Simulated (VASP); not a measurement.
# NiO (zincblende type) (F-43m) in VASP: further runs

The runs below take NiO (zincblende type) through electric field gradients, with PBE.

Everything below comes from runs of VASP 6.6.1. Logs are shortened: lines on timing, memory, paths and dates and some standing lists are left out, and cuts for length are marked.

## (1) The cell of the first run

It takes space group F-43m (No. 216, cubic). The conventional cell has a = 4.481 Å, b = 4.481 Å, c = 4.481 Å, α = 90.00°, β = 90.00°, γ = 90.00°. Ni (site symmetry -43m) has 4 O at 1.94 Å within 2.6 Å. O (site symmetry -43m) has 4 Ni at 1.94 Å within 2.6 Å.

## (2) Electric field gradients, PBE, collinear spin, ferromagnetic start

File INCAR:

```
ALGO = Normal ; EDIFF = 1E-8
ENCUT = 520 ; GGA = PE
ISIF = 2 ; ISMEAR = -1
ISPIN = 2 ; LASPH = True
LCHARG = False ; LEFG = True
LMAXMIX = 4 ; LORBIT = 11
LREAL = False ; LWAVE = False
MAGMOM = 1.5 0 ; NBANDS = 19
NELM = 150 ; PREC = Accurate
SIGMA = 0.03
```

File KPOINTS:

```
k-points
0
Gamma
  14 14 14
```

File POSCAR:

```
NiO
1.0
    0.0000000000      2.2407094874      2.2407094874
    2.2407094874      0.0000000000      2.2407094874
    2.2407094874      2.2407094874      0.0000000000
Ni O
1 1
Direct
    0.0000000000      0.0000000000      0.0000000000
    0.2500000000      0.2500000000      0.2500000000
```

Potentials or basis: VASP PAW PBE potentials, release 64 (Ni, O).

Started as:

```console
$ cat potpaw_PBE.64/Ni/POTCAR potpaw_PBE.64/O/POTCAR > POTCAR
$ mpirun -np 1 vasp_std > vasp.out
```

OUTCAR:

```text
EDIFF = 1E-8
   ENCUT = 520
   GGA = PE
   ISIF = 2
   ISMEAR = -1
   ISPIN = 2
   LASPH = True
   LORBIT = 11
   LREAL = False
   NELM = 150
   PREC = Accurate

 ion  position               nearest neighbor table
   1  0.000  0.000  0.000-   2 1.94   2 1.94   2 1.94   2 1.94
   2  0.250  0.250  0.250-   1 1.94   1 1.94   1 1.94   1 1.94

  LATTYP: Found a face centered cubic cell.
 ALAT       =     4.4814189748

  Lattice vectors:

 A1 = (   0.0000000000,   2.2407094874,   2.2407094874)
 A2 = (   2.2407094874,   0.0000000000,   2.2407094874)
 A3 = (   2.2407094874,   2.2407094874,   0.0000000000)

Analysis of symmetry for initial positions (statically):
=====================================================================
 Subroutine PRICEL returns:
 Original cell was already a primitive cell.

 Routine SETGRP: Setting up the symmetry group for a
 face centered cubic supercell.

 Subroutine GETGRP returns: Found 24 space group operations
 (whereof 24 operations were pure point group operations)
 out of a pool of 48 trial point group operations.

The static configuration has the point symmetry T_d .

Analysis of symmetry for dynamics (positions and initial velocities):
=====================================================================
 Subroutine PRICEL returns:
 Original cell was already a primitive cell.

 Routine SETGRP: Setting up the symmetry group for a
 face centered cubic supercell.

 Subroutine GETGRP returns: Found 24 space group operations
 (whereof 24 operations were pure point group operations)
 out of a pool of 48 trial point group operations.

The dynamic configuration has the point symmetry T_d .

Analysis of structural, dynamic, and magnetic symmetry:
=====================================================================
 Subroutine PRICEL returns:
 Original cell was already a primitive cell.

 Routine SETGRP: Setting up the symmetry group for a
 face centered cubic supercell.

 Subroutine GETGRP returns: Found 24 space group operations
 (whereof 24 operations were pure point group operations)
 out of a pool of 48 trial point group operations.

The overall configuration has the point symmetry T_d .

 Subroutine INISYM returns: Found 24 space group operations
[... 152 lines left out ...]

 k-point     1 :       0.0000    0.0000    0.0000
  band No.  band energies     occupation
      1     -14.3661      1.00000
      2      -0.3971      1.00000
      3      -0.3971      1.00000
      4      -0.3971      1.00000
      5       3.1666      1.00000
      6       3.1666      1.00000
[... 517 lines left out ...]
     18      32.1436      0.00000
     19      33.0926      0.00000

 [... further k-points ...]

 spin component 2

 k-point     1 :       0.0000    0.0000    0.0000
  band No.  band energies     occupation
      1     -13.7660      1.00000
      2       0.6048      1.00000
      3       0.6048      1.00000
      4       0.6048      1.00000
      5       4.2294      1.00000
      6       4.2294      1.00000
[... 517 lines left out ...]
     18      32.4006      0.00000
     19      33.3872      0.00000

 [... further k-points ...]
[... 5 lines left out ...]
  --------------------------------------------------------------------------------------
  -------------------------------------------------------------------------------------
  Total        0.0222083      0.0222083      0.0222083      0.0000000      0.0000000     -0.0000000
  in kB        1.5813915      1.5813915      1.5813915      0.0000000      0.0000000     -0.0000000
  external PRESSURE =       1.5813915 kB  Pullay stress =       0.0000000 kB

 VOLUME and BASIS-vectors are now :
 -----------------------------------------------------------------------------
  energy-cutoff  :      520.00
  volume of cell :       22.50
      direct lattice vectors                 reciprocal lattice vectors
     0.000000000  2.240709487  2.240709487    -0.223143608  0.223143608  0.223143608
     2.240709487  0.000000000  2.240709487     0.223143608 -0.223143608  0.223143608
     2.240709487  2.240709487  0.000000000     0.223143608  0.223143608 -0.223143608

 POSITION                                       TOTAL-FORCE (eV/Angst)
 -----------------------------------------------------------------------------------
      0.00000      0.00000      0.00000        -0.000000     -0.000000     -0.000000
      1.12035      1.12035      1.12035         0.000000      0.000000      0.000000
 -----------------------------------------------------------------------------------
    total drift:                                0.000001      0.000001      0.000001

  FREE ENERGIE OF THE ION-ELECTRON SYSTEM (eV)
  ---------------------------------------------------
  free  energy   TOTEN  =       -11.5981035918 eV

  energy  without entropy=      -11.5928021899  energy(sigma->0) =      -11.59545289

 Electric field gradients (V/A^2)
---------------------------------------------------------------------
 ion       V_xx      V_yy      V_zz      V_xy      V_xz      V_yz
---------------------------------------------------------------------
   1       0.000     0.000    -0.000     0.002     0.002     0.002
   2       0.000     0.000     0.000     0.001     0.001     0.001
---------------------------------------------------------------------

 Electric field gradients after diagonalization (V/A^2)
 (convention: |V_zz| > |V_xx| > |V_yy|)
----------------------------------------------------------------------
 ion       V_xx      V_yy      V_zz     asymmetry (V_yy - V_xx)/ V_zz
----------------------------------------------------------------------
   1      -0.002    -0.002     0.005       0.000
   2      -0.001    -0.001     0.002       0.000
----------------------------------------------------------------------

           NMR quadrupolar parameters

 Cq : quadrupolar parameter    Cq=e*Q*V_zz/h
 eta: asymmetry parameters     (V_yy - V_xx)/ V_zz
 Q  : nuclear electric quadrupole moment in mb (millibarn)
----------------------------------------------------------------------
 ion       Cq(MHz)       eta       Q (mb)
----------------------------------------------------------------------
   1       0.000       0.000       1.000
   2       0.000       0.000       1.000
----------------------------------------------------------------------

 total charge

# of ion       s       p       d       tot
------------------------------------------
    1        0.380   0.479   8.241   9.100
    2        1.556   3.417   0.000   4.973
--------------------------------------------------
tot          1.936   3.896   8.241  14.073

 magnetization (x)

# of ion       s       p       d       tot
------------------------------------------
    1        0.003   0.039   1.453   1.495
    2        0.016   0.344   0.000   0.360
--------------------------------------------------
tot          0.020   0.383   1.453   1.855
```

Run time: 44 s. Hardware: 1 thread of Intel Xeon Platinum 8488C (Sapphire Rapids), shared host; peak memory 0.19 GiB.

Results:

```yaml
Free_energy: -11.5981 eV
Pressure: 0.2 GPa
Net_moment: 1.91 μB per cell
Site_moments: Ni +1.50; O +0.36 μB
Valence_electrons_inside_the_program's_atomic_spheres: Ni 9.10; O 4.97
```

Caveat: without QUAD_EFG the Cq values of the log hold for a quadrupole moment of 1 mb, not for the nuclei; a cell with one magnetic atom can't hold antiferromagnetic order, which such compounds often take; semilocal functionals often make such compounds metallic where correlation or magnetic order opens a gap, which also shifts bond lengths. With open d or f shells a metallic result of PBE can be an artefact of self-interaction; +U or a hybrid may open a gap.

## (3) Electric field gradients, PBE, collinear spin, ferromagnetic start

File INCAR:

```
SYSTEM = NiO
  PREC = Accurate
  ENCUT = 520
  EDIFF = 1E-8
  ISMEAR = -1
  SIGMA = 0.03
  LREAL = .False.
  LASPH = .True.
  NELM = 150
  ALGO = Normal
  ISIF = 2
  LWAVE = .False.
  LCHARG = .False.
  ISPIN = 2
  MAGMOM = 1.5 0
  LORBIT = 11
  LMAXMIX = 4
  GGA = PE
  LEFG = .True.
  NBANDS = 19
```

File KPOINTS:

```
Automatic mesh
0
Gamma
  14 14 14
  0 0 0
```

POSCAR is that of step 2.

Potentials or basis: VASP PAW PBE potentials, release 64 (Ni, O).

Started as:

```console
$ cat potpaw_PBE.64/Ni/POTCAR potpaw_PBE.64/O/POTCAR > POTCAR
$ mpirun -np 1 vasp_std > vasp.out
```

OUTCAR:

```text
SYSTEM = NiO
   PREC = Accurate
   ENCUT = 520
   EDIFF = 1E-8
   ISMEAR = -1
   LREAL = .False.
   LASPH = .True.
   NELM = 150
   ISIF = 2
   ISPIN = 2
   LORBIT = 11
   GGA = PE

 ion  position               nearest neighbor table
   1  0.000  0.000  0.000-   2 1.94   2 1.94   2 1.94   2 1.94
   2  0.250  0.250  0.250-   1 1.94   1 1.94   1 1.94   1 1.94

  LATTYP: Found a face centered cubic cell.
 ALAT       =     4.4814189748

  Lattice vectors:

 A1 = (   0.0000000000,   2.2407094874,   2.2407094874)
 A2 = (   2.2407094874,   0.0000000000,   2.2407094874)
 A3 = (   2.2407094874,   2.2407094874,   0.0000000000)

Analysis of symmetry for initial positions (statically):
=====================================================================
 Subroutine PRICEL returns:
 Original cell was already a primitive cell.

 Routine SETGRP: Setting up the symmetry group for a
 face centered cubic supercell.

 Subroutine GETGRP returns: Found 24 space group operations
 (whereof 24 operations were pure point group operations)
[... 1272 lines left out ...]
    total drift:                                0.000001      0.000001      0.000001

  FREE ENERGIE OF THE ION-ELECTRON SYSTEM (eV)
  ---------------------------------------------------
  free  energy   TOTEN  =       -11.5981035918 eV

  energy  without entropy=      -11.5928021899  energy(sigma->0) =      -11.59545289

 Electric field gradients (V/A^2)
---------------------------------------------------------------------
 ion       V_xx      V_yy      V_zz      V_xy      V_xz      V_yz
---------------------------------------------------------------------
   1       0.000     0.000    -0.000     0.002     0.002     0.002
   2       0.000     0.000     0.000     0.001     0.001     0.001
---------------------------------------------------------------------

 Electric field gradients after diagonalization (V/A^2)
 (convention: |V_zz| > |V_xx| > |V_yy|)
----------------------------------------------------------------------
 ion       V_xx      V_yy      V_zz     asymmetry (V_yy - V_xx)/ V_zz
----------------------------------------------------------------------
   1      -0.002    -0.002     0.005       0.000
   2      -0.001    -0.001     0.002       0.000
----------------------------------------------------------------------

           NMR quadrupolar parameters

 Cq : quadrupolar parameter    Cq=e*Q*V_zz/h
 eta: asymmetry parameters     (V_yy - V_xx)/ V_zz
 Q  : nuclear electric quadrupole moment in mb (millibarn)
----------------------------------------------------------------------
 ion       Cq(MHz)       eta       Q (mb)
----------------------------------------------------------------------
   1       0.000       0.000       1.000
   2       0.000       0.000       1.000
----------------------------------------------------------------------

 total charge

# of ion       s       p       d       tot
------------------------------------------
    1        0.380   0.479   8.241   9.100
    2        1.556   3.417   0.000   4.973
--------------------------------------------------
tot          1.936   3.896   8.241  14.073

 magnetization (x)

# of ion       s       p       d       tot
------------------------------------------
    1        0.003   0.039   1.453   1.495
    2        0.016   0.344   0.000   0.360
--------------------------------------------------
tot          0.020   0.383   1.453   1.855
```

Run time: 44 s. Hardware: 1 thread of Intel Xeon Platinum 8488C (Sapphire Rapids), shared host; peak memory 0.19 GiB.

What came out:

```
Free energy                                           : -11.5981 eV
Pressure                                              : 0.2 GPa
Net moment                                            : 1.91 μB per cell
Site moments                                          : Ni +1.50; O +0.36 μB
Valence electrons inside the program's atomic spheres : Ni 9.10; O 4.97
```

Caveat: without QUAD_EFG the Cq values of the log hold for a quadrupole moment of 1 mb, not for the nuclei; a cell with one magnetic atom can't hold antiferromagnetic order, which such compounds often take; semilocal functionals often make such compounds metallic where correlation or magnetic order opens a gap, which also shifts bond lengths. With open d or f shells a metallic result of PBE can be an artefact of self-interaction; +U or a hybrid may open a gap.

[end of part 1 of 2]
